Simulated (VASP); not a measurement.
# GaSb (F-43m) in VASP: a series of runs

Aim: see how the results for GaSb move with the level of theory and the settings. Levels: HSE06, r2SCAN. Tasks: single point, relaxation of cell and atoms.

Program: VASP 6.6.1. These are calculated values, not measurements. Logs are shortened: lines on timing, memory, paths and dates and some standing lists are left out, and cuts for length are marked.

### Step 1. The cell of the first run

It takes space group F-43m (No. 216, cubic). The conventional cell has a = 6.147 Å, b = 6.147 Å, c = 6.147 Å, α = 90.00°, β = 90.00°, γ = 90.00°. Within 3.5 Å of Ga (site symmetry -43m) lie 4 Sb at 2.66 Å. Sb (site symmetry -43m) has 4 Ga at 2.66 Å within 3.5 Å.

### Step 2. Single point, HSE06

The input, POSCAR:

```
GaSb
1.0
    0.0000000000      3.0736049936      3.0736049936
    3.0736049936      0.0000000000      3.0736049936
    3.0736049936      3.0736049936      0.0000000000
Ga Sb
1 1
Direct
    0.0000000000      0.0000000000      0.0000000000
    0.2500000000      0.2500000000      0.2500000000
```

The input, INCAR.step1:

```
  PREC = Accurate
  ENCUT = 520
  EDIFF = 1E-5
  ISMEAR = -1
  SIGMA = 0.02
  LREAL = F
  LASPH = T
  NELM = 100
  ALGO = Normal
  ISIF = 2
  LWAVE = T
  LCHARG = F
  NBANDS = 16
  GGA = PE
```

The input, INCAR.step2:

```
  PREC = Accurate
  ENCUT = 520
  EDIFF = 1E-6
  ISMEAR = -1
  SIGMA = 0.02
  LREAL = F
  LASPH = T
  NELM = 100
  ALGO = Normal
  ISIF = 2
  LWAVE = F
  LCHARG = F
  GGA = PE
  LHFCALC = T
  HFSCREEN = 0.2079
  PRECFOCK = Normal
  NBANDS = 16
  ISTART = 1
```

The input, KPOINTS:

```
Automatic mesh
0
Gamma
  4 4 4
```

Potentials or basis: VASP PAW PBE potentials, release 64 (Ga_d, Sb).

Launch:

```console
$ cat potpaw_PBE.64/Ga_d/POTCAR potpaw_PBE.64/Sb/POTCAR > POTCAR
$ cp INCAR.step1 INCAR
$ mpirun -np 1 vasp_std > vasp.out
$ cp INCAR.step2 INCAR
$ mpirun -np 1 vasp_std > vasp.out
```

OUTCAR:

```text
PREC = Accurate
   ENCUT = 520
   EDIFF = 1E-6
   ISMEAR = -1
   LREAL = F
   LASPH = T
   NELM = 100
   ISIF = 2
   GGA = PE
   LHFCALC = T
   HFSCREEN = 0.2079
   PRECFOCK = Normal
   ISTART = 1

 ion  position               nearest neighbor table
   1  0.000  0.000  0.000-   2 2.66   2 2.66   2 2.66   2 2.66
   2  0.250  0.250  0.250-   1 2.66   1 2.66   1 2.66   1 2.66

  LATTYP: Found a face centered cubic cell.
 ALAT       =     6.1472099872

  Lattice vectors:

 A1 = (   0.0000000000,   3.0736049936,   3.0736049936)
 A2 = (   3.0736049936,   0.0000000000,   3.0736049936)
 A3 = (   3.0736049936,   3.0736049936,   0.0000000000)

Analysis of symmetry for initial positions (statically):
=====================================================================
 Subroutine PRICEL returns:
 Original cell was already a primitive cell.

 Routine SETGRP: Setting up the symmetry group for a
 face centered cubic supercell.

 Subroutine GETGRP returns: Found 24 space group operations
 (whereof 24 operations were pure point group operations)
 out of a pool of 48 trial point group operations.

The static configuration has the point symmetry T_d .

Analysis of symmetry for dynamics (positions and initial velocities):
=====================================================================
 Subroutine PRICEL returns:
 Original cell was already a primitive cell.

 Routine SETGRP: Setting up the symmetry group for a
 face centered cubic supercell.

 Subroutine GETGRP returns: Found 24 space group operations
 (whereof 24 operations were pure point group operations)
 out of a pool of 48 trial point group operations.

The dynamic configuration has the point symmetry T_d .

 Subroutine INISYM returns: Found 24 space group operations
 (whereof 24 operations are pure point group operations),
 and found     1 'primitive' translations

----------------------------------------------------------------------------------------

                                     Primitive cell

  volume of cell :      58.0730

  direct lattice vectors                    reciprocal lattice vectors
     0.000000000  3.073604994  3.073604994    -0.162675425  0.162675425  0.162675425
     3.073604994  0.000000000  3.073604994     0.162675425 -0.162675425  0.162675425
     3.073604994  3.073604994  0.000000000     0.162675425  0.162675425 -0.162675425

  length of vectors
     4.346733867  4.346733867  4.346733867     0.281762102  0.281762102  0.281762102

  position of ions in fractional coordinates (direct lattice)
     0.000000000  0.000000000  0.000000000
     0.250000000  0.250000000  0.250000000

  ion indices of the primitive-cell ions
   primitive index   ion index
                 1           1
                 2           2

----------------------------------------------------------------------------------------

 KPOINTS: Automatic mesh

Automatic generation of k-mesh.
 Grid dimensions read from file:
 generate k-points for:    4    4    4

 Generating k-lattice:

  Cartesian coordinates                     Fractional coordinates (reciprocal lattice)
    -0.040668856  0.040668856  0.040668856     0.250000000  0.000000000  0.000000000
     0.040668856 -0.040668856  0.040668856     0.000000000  0.250000000  0.000000000
     0.040668856  0.040668856 -0.040668856     0.000000000  0.000000000  0.250000000

  Length of vectors
     0.070440526  0.070440526  0.070440526

  Shift w.r.t. Gamma in fractional coordinates (k-lattice)
     0.000000000  0.000000000  0.000000000

 Subroutine IBZKPT returns following result:
 ===========================================

 Found      8 irreducible k-points:

 Following reciprocal coordinates:
            Coordinates               Weight
  0.000000  0.000000  0.000000      1.000000
  0.250000  0.000000  0.000000      8.000000
  0.500000  0.000000  0.000000      4.000000
  0.250000  0.250000  0.000000      6.000000
  0.500000  0.250000  0.000000     24.000000
 -0.250000  0.250000  0.000000     12.000000
  0.500000  0.500000  0.000000      3.000000
 -0.250000  0.500000  0.250000      6.000000
   k-points           NKPTS =      8   k-points in BZ     NKDIM =     64   number of bands    NBANDS=     16
   number of dos      NEDOS =    301   number of ions     NIONS =      2
   total plane-waves  NPLWV =  32768
   dimension x,y,z NGX =    32 NGY =   32 NGZ =   32
   dimension x,y,z NGXF=    64 NGYF=   64 NGZF=   64
   ions per type =               1   1
   NGX,Y,Z   is equivalent  to a cutoff of  12.24, 12.24, 12.24 a.u.
   NGXF,Y,Z  is equivalent  to a cutoff of  24.48, 24.48, 24.48 a.u.
 SYSTEM =  unknown system
   PREC   = accura    normal or accurate (medium, high low for compatibility)
   ISTART =      1    job   : 0-new  1-cont  2-samecut
   ICHARG =      0    charge: 1-file 2-atom 10-const
   ISPIN  =      1    spin polarized calculation?
   LNONCOLLINEAR =      F non collinear calculations
   LSORBIT =      F    spin-orbit coupling
[... 39 lines left out ...]
   IVDW    =     0    specifies the selected vdW correction
   LEPSILON=     F    determine dielectric tensor
   LRPA    =     F    only Hartree local field effects (RPA)
 non-spin polarized calculation
  energy-cutoff  :      520.00
  volume of cell :       58.07
 maximum number of plane-waves:      1588
  NGX = 28; NGY = 28; NGZ = 28

 number of electron      17.9999993 magnetization

 Free energy of the ion-electron system (eV)
  ---------------------------------------------------
  ext. energy  EPLUGINS =         0.00000000
  ---------------------------------------------------
  free energy    TOTEN  =        -8.78106634 eV

  energy without entropy =       -8.78106634  energy(sigma->0) =       -8.78106634

 E-fermi :   4.7429     XC(G=0):  -7.5111

 val. band max:        4.3348802242   @ k =   0.0000   0.0000   0.0000
 cond. band min:       5.1186125172   @ k =   0.0000   0.0000   0.0000
 fundamental gap:      0.7837322930
 Fermi energy:         4.7429426479

 k-point     1 :       0.0000    0.0000    0.0000
  band No.  band energies     occupation
      1     -13.3119      2.00000
      2     -13.3119      2.00000
      3     -13.3119      2.00000
      4     -13.2623      2.00000
      5     -13.2623      2.00000
      6      -8.0877      2.00000
[... 8 lines left out ...]
     15      13.7591      0.00000
     16      13.7591      0.00000

 k-point     2 :       0.2500    0.0000    0.0000
  band No.  band energies     occupation
      1     -13.3202      2.00000
      2     -13.3068      2.00000
      3     -13.3068      2.00000
      4     -13.2627      2.00000
      5     -13.2627      2.00000
      6      -7.4225      2.00000
[... 8 lines left out ...]
     15      12.7411      0.00000
     16      12.7411      0.00000

 k-point     3 :       0.5000    0.0000    0.0000
  band No.  band energies     occupation
      1     -13.3284      2.00000
      2     -13.3024      2.00000
      3     -13.3024      2.00000
      4     -13.2624      2.00000
      5     -13.2624      2.00000
      6      -6.3261      2.00000
[... 8 lines left out ...]
     15      15.2486      0.00000
     16      15.2486      0.00000

 k-point     4 :       0.2500    0.2500    0.0000
  band No.  band energies     occupation
      1     -13.3281      2.00000
      2     -13.3015      2.00000
      3     -13.3015      2.00000
      4     -13.2665      2.00000
      5     -13.2607      2.00000
      6      -7.1837      2.00000
[... 8 lines left out ...]
     15      14.4150      0.00000
     16      14.6097      0.00000

 k-point     5 :       0.5000    0.2500    0.0000
  band No.  band energies     occupation
      1     -13.3348      2.00000
      2     -13.2975      2.00000
      3     -13.2963      2.00000
      4     -13.2671      2.00000
      5     -13.2610      2.00000
      6      -5.9953      2.00000
[... 8 lines left out ...]
     15      15.3823      0.00000
     16      15.7949      0.00000

 k-point     6 :      -0.2500    0.2500    0.0000
  band No.  band energies     occupation
      1     -13.3293      2.00000
      2     -13.3010      2.00000
      3     -13.3003      2.00000
      4     -13.2637      2.00000
      5     -13.2632      2.00000
      6      -6.4560      2.00000
[... 8 lines left out ...]
     15      13.9141      0.00000
     16      15.9377      0.00000

 k-point     7 :       0.5000    0.5000    0.0000
  band No.  band energies     occupation
      1     -13.3430      2.00000
      2     -13.2908      2.00000
      3     -13.2908      2.00000
      4     -13.2718      2.00000
      5     -13.2590      2.00000
      6      -5.4163      2.00000
[... 8 lines left out ...]
     15      16.2892      0.00000
     16      16.5553      0.00000

 k-point     8 :      -0.2500    0.5000    0.2500
  band No.  band energies     occupation
      1     -13.3372      2.00000
      2     -13.2974      2.00000
      3     -13.2919      2.00000
      4     -13.2674      2.00000
      5     -13.2620      2.00000
      6      -5.3712      2.00000
[... 8 lines left out ...]
     15      15.3923      0.00000
     16      16.7994      0.00000

------------------------ aborting loop because EDIFF is reached ----------------------------------------

  FORCE on cell =-STRESS in cart. coord.  units (eV):
  Direction    XX          YY          ZZ          XY          YZ          ZX
  --------------------------------------------------------------------------------------
  -------------------------------------------------------------------------------------
  Total       -0.1695945     -0.1695945     -0.1695945     -0.0000000      0.0000000      0.0000000
  in kB       -4.6789470     -4.6789470     -4.6789470     -0.0000000      0.0000000      0.0000000
  external PRESSURE =      -4.6789470 kB  Pullay stress =       0.0000000 kB

 VOLUME and BASIS-vectors are now :
 -----------------------------------------------------------------------------
  energy-cutoff  :      520.00
  volume of cell :       58.07
      direct lattice vectors                 reciprocal lattice vectors
     0.000000000  3.073604994  3.073604994    -0.162675425  0.162675425  0.162675425
     3.073604994  0.000000000  3.073604994     0.162675425 -0.162675425  0.162675425
     3.073604994  3.073604994  0.000000000     0.162675425  0.162675425 -0.162675425

 POSITION                                       TOTAL-FORCE (eV/Angst)
 -----------------------------------------------------------------------------------
      0.00000      0.00000      0.00000         0.000000      0.000000      0.000000
      1.53680      1.53680      1.53680        -0.000000     -0.000000     -0.000000
 -----------------------------------------------------------------------------------
    total drift:                               -0.000006     -0.000034     -0.000000

  FREE ENERGIE OF THE ION-ELECTRON SYSTEM (eV)
  ---------------------------------------------------
  free  energy   TOTEN  =        -8.7810663363 eV

  energy  without entropy=       -8.7810663361  energy(sigma->0) =       -8.78106634
```

Wall time 15 min (1 thread of Intel Xeon Platinum 8559C (Emerald Rapids), shared host); peak memory 0.29 GiB.

What came out:

- Free energy: -8.7811 eV
- Pressure: -0.5 GPa
- Band gap on the k mesh: 0.78 eV

Levels at points of the mesh, in eV from the valence-band top:
```csv
k point,band 5,band 6,band 7,band 8,band 9,band 10,band 11,band 12,band 13,band 14
"(0.00, 0.00, 0.00)",-17.60,-12.42,0.00,0.00,0.00,0.78,3.49,3.49,3.49,6.68
"(0.50, 0.00, 0.00)",-17.60,-10.66,-6.80,-1.21,-1.21,1.06,4.49,4.49,7.33,10.34
"(0.50, 0.50, 0.00)",-17.59,-9.75,-7.29,-2.73,-2.73,1.53,1.87,9.81,9.81,11.14
```

Caveat: the k points lie up to 0.44 Å⁻¹ apart; the PAW data sets were made with another functional, which shifts forces and pressure a little; spin-orbit coupling is left out, which moves the levels of the heavy elements. A k mesh can miss the band edges.

### Step 3. Relaxation of cell and atoms, HSE06

This run uses another cell than the first one, of 28.82 Å³/atom.

The input, POSCAR:

```
GaSb
1.0
    0.0000000000      3.0658848228      3.0658848228
    3.0658848228      0.0000000000      3.0658848228
    3.0658848228      3.0658848228      0.0000000000
Ga Sb
1 1
Direct
    0.0000000000      0.0000000000      0.0000000000
    0.2500000000      0.2500000000      0.2500000000
```

The input, INCAR.step1:

```
PREC     = Accurate       # precision mode
ENCUT    = 600            # plane-wave cutoff, eV
EDIFF    = 1E-5           # SCF threshold, eV
ISMEAR   = -1             # smearing method
SIGMA    = 0.02           # smearing width, eV
LREAL    = F              # projectors in reciprocal space
LASPH    = T              # aspherical terms in the spheres
NELM     = 60             # most SCF steps
ALGO     = Normal         # electronic algorithm
LWAVE    = T              # write WAVECAR
LCHARG   = F              # write CHGCAR
GGA      = PE             # functional
NBANDS   = 16             # bands
```

The input, INCAR.step2:

```
PREC     = Accurate       # precision mode
ENCUT    = 600            # plane-wave cutoff, eV
EDIFF    = 1E-6           # SCF threshold, eV
ISMEAR   = -1             # smearing method
SIGMA    = 0.02           # smearing width, eV
LREAL    = F              # projectors in reciprocal space
LASPH    = T              # aspherical terms in the spheres
NELM     = 60             # most SCF steps
ALGO     = Normal         # electronic algorithm
ISIF     = 3              # what is computed and relaxed
LWAVE    = F              # write WAVECAR
LCHARG   = F              # write CHGCAR
GGA      = PE             # functional
LHFCALC  = T              # exact exchange
HFSCREEN = 0.2079         # screening, 1/A
PRECFOCK = Normal       
IBRION   = 2              # ionic algorithm
NSW      = 80             # ionic steps
EDIFFG   = -0.005         # ionic threshold
ISTART   = 1
```

KPOINTS is that of step 2.

Potentials or basis: VASP PAW PBE potentials, release 64 (Ga_d, Sb).

Launch:

```console
$ cat potpaw_PBE.64/Ga_d/POTCAR potpaw_PBE.64/Sb/POTCAR > POTCAR
$ cp INCAR.step1 INCAR
$ mpirun -np 1 vasp_std > vasp.out
$ cp INCAR.step2 INCAR
$ mpirun -np 1 vasp_std > vasp.out
```

Wall time 36 min (1 thread of Intel Xeon Platinum 8559C (Emerald Rapids), shared host); peak memory 0.32 GiB.

Results (log left out):

| Property | Result |
| --- | --- |
| Free energy | -8.7819 eV |
| Relaxed volume | 28.76 Å³/atom |
| Relaxed cell | a = 4.333 Å, b = 4.333 Å, c = 4.333 Å, α = 60.00°, β = 60.00°, γ = 60.00° |
| Space group after relaxing (to 0.1 Å) | F-43m (No. 216) |
| Energy gained by relaxing | 0.0 meV/atom |
| Ionic steps | 4 |
| Pressure after relaxing | 0.0 GPa |
| Band gap on the k mesh | 0.86 eV |

Final structure:
```
Ga Sb
1.0
     0.00000    3.06364    3.06364
     3.06364    0.00000    3.06364
     3.06364    3.06364    0.00000
Ga Sb
1 1
Direct
  0.00000 0.00000 0.00000
  0.25000 0.25000 0.25000
```

Levels at points of the mesh, in eV from the valence-band top:
```csv
k point,band 6,band 7,band 8,band 9,band 10,band 11,band 12,band 13
"(0.00, 0.00, 0.00)",-12.49,0.00,0.00,0.00,0.86,3.49,3.49,3.49
"(0.50, 0.00, 0.00)",-10.71,-6.86,-1.23,-1.23,1.09,4.49,4.49,7.33
"(0.50, 0.50, 0.00)",-9.78,-7.34,-2.76,-2.76,1.52,1.85,9.88,9.88
```

Caveat: the k points lie up to 0.44 Å⁻¹ apart in the final cell; the PAW data sets were made with another functional, which shifts forces and pressure a little; spin-orbit coupling is left out, which moves the levels of the heavy elements.

### Step 4. Single point, r2SCAN (29.68 Å³/atom)

This run uses another cell than the first one, of 29.68 Å³/atom.

The input, POSCAR:

```
GaSb
1.0
    0.0000000000      3.0962420916      3.0962420916
    3.0962420916      0.0000000000      3.0962420916
    3.0962420916      3.0962420916      0.0000000000
Ga Sb
1 1
Direct
    0.0000000000      0.0000000000      0.0000000000
    0.2500000000      0.2500000000      0.2500000000
```

The input, INCAR.step1:

```
SYSTEM = GaSb
PREC = Accurate
ENCUT = 550
ISMEAR = -1
SIGMA = 0.02
LREAL = .FALSE.
LASPH = .TRUE.
NELM = 120
NBANDS = 21
GGA = PE
ALGO = Normal
EDIFF = 1E-5
LWAVE = .TRUE.
LCHARG = .FALSE.
GGA_COMPAT = .FALSE.
```

The input, INCAR.step2:

```
SYSTEM = GaSb
PREC = Accurate
ENCUT = 550
EDIFF = 1E-6
ISMEAR = -1
SIGMA = 0.02
LREAL = .FALSE.
LASPH = .TRUE.
NELM = 120
ALGO = Normal
ISIF = 2
LWAVE = .FALSE.
LCHARG = .TRUE.
METAGGA = R2SCAN
LMIXTAU = .TRUE.
LELF = .TRUE.
LVHAR = .TRUE.
NBANDS = 21
ISTART = 1
GGA_COMPAT = .FALSE.
```

The input, KPOINTS:

```
Automatic mesh
0
G
  6 6 6
  0 0 0
```

Potentials or basis: VASP PAW PBE potentials, release 64 (Ga_d, Sb_d_GW).

Launch:

```console
$ cat potpaw_PBE.64/Ga_d/POTCAR potpaw_PBE.64/Sb_d_GW/POTCAR > POTCAR
$ cp INCAR.step1 INCAR
$ mpirun -np 1 vasp_std > vasp.out
$ cp INCAR.step2 INCAR
$ mpirun -np 1 vasp_std > vasp.out
```

Run time: 1.8 min. Hardware: 1 thread of Intel Xeon Platinum 8375C at 2.90GHz (Ice Lake), shared host; peak memory 0.23 GiB.

The run converged. Its results:

```
Free energy            : -37.6039 eV
Pressure               : -1.5 GPa
Band gap on the k mesh : 0.17 eV
```

Levels at points of the mesh, in eV from the valence-band top:
```tsv
k point	band 11	band 12	band 13	band 14	band 15	band 16	band 17	band 18
(0.00, 0.00, 0.00)	-11.67	0.00	0.00	0.00	0.17	3.00	3.00	3.00
(0.50, 0.00, 0.00)	-10.05	-6.39	-1.15	-1.15	0.60	4.03	4.03	6.94
(0.50, 0.50, 0.00)	-9.22	-6.87	-2.56	-2.56	1.16	1.55	9.05	9.05
```

Caveat: semilocal functionals underestimate gaps, and a narrow one can read as zero; the PAW data sets were made with another functional, which shifts forces and pressure a little; spin-orbit coupling is left out, which moves the levels of the heavy elements. A k mesh can miss the band edges.

### Step 5. The runs side by side

| task | level | potentials or basis | cell | k mesh | cutoff (eV) | grid for exact exchange (PRECFOCK) | share of exact exchange | screening parameter | gap on the mesh (eV) | pressure (GPa) |
| --- | --- | --- | --- | --- | --- | --- | --- | --- | --- | --- |
| single point | HSE06 | VASP PAW PBE potentials, release 64 (Ga_d, Sb) | a = 4.347 Å, angles 60.0°, 2 atoms | 4 × 4 × 4 | 520 | Normal | 0.25 | 0.2079 1/Å | 0.78 | -0.5 |
| relaxation of cell and atoms | HSE06 | VASP PAW PBE potentials, release 64 (Ga_d, Sb) | relaxed from a = 4.336 Å, angles 60.0°, 2 atoms | 4 × 4 × 4 | 600 | Normal | 0.25 | 0.2079 1/Å | 0.86 | 0.0 |
| single point | r2SCAN | VASP PAW PBE potentials, release 64 (Ga_d, Sb_d_GW) | a = 4.379 Å, angles 60.0°, 2 atoms | 6 × 6 × 6 | 550 | - | - | - | 0.17 | -1.5 |

Alike in all rows: no spin polarisation; smearing fermi-dirac 0.02 eV.

Caveats: some runs use coarse meshes; the PAW data sets were made with another functional, which shifts forces and pressure a little; spin-orbit coupling is left out, which moves the levels of the heavy elements; semilocal functionals underestimate gaps, and a narrow one can read as zero (at least some runs).

Absolute energies hang on the potentials; compare differences alone.
